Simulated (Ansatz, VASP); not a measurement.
**Y2Mo2C in VASP and in Ansatz**

```
Y Mo C
1.0
    -2.23383    2.23383    6.08243
     2.23383   -2.23383    6.08243
     2.23383    2.23383   -6.08243
Y Mo C
2 2 1
Cartesian
  2.2338 0.0000 3.0412
  0.0000 2.2338 3.0412
  0.0000 0.0000 7.1071
  0.0000 0.0000 5.0578
  0.0000 0.0000 0.0000
```

Alike in both runs: functional PBE; k mesh 6 × 6 × 6; occupations gaussian, width 0.1 eV; no spin polarisation.

Ansatz relaxed the structure, and its values are those at the end. VASP's run is a single point on that final structure, the one shown.

```csv
,VASP,Ansatz
version,VASP 6.6.1,Ansatz 0.2.0
potentials or method,"VASP PAW PBE potentials, release 64 (Y_sv, Mo_sv, C), cutoff 520 eV","scalar-relativistic, plane waves, PAW"
valence electrons in the cell,54,54
```

Ansatz gave:

```
gap on the k mesh at the Fermi level (eV) : none
pressure (GPa)                            : -0.1
rms of the force components (eV/Å)        : 0.010
```

Task: Which values does VASP return?

Result: gap on the k mesh at the Fermi level (eV): none; pressure (GPa): 0.3; rms of the force components (eV/Å): 0.204.

A gap of «none» marks a metal or a gap that the smearing closes. One of these differences is far larger than is usual between the two programs; its cause wasn't traced. With one functional, cell and mesh, what is left measures potentials, basis and numerics.
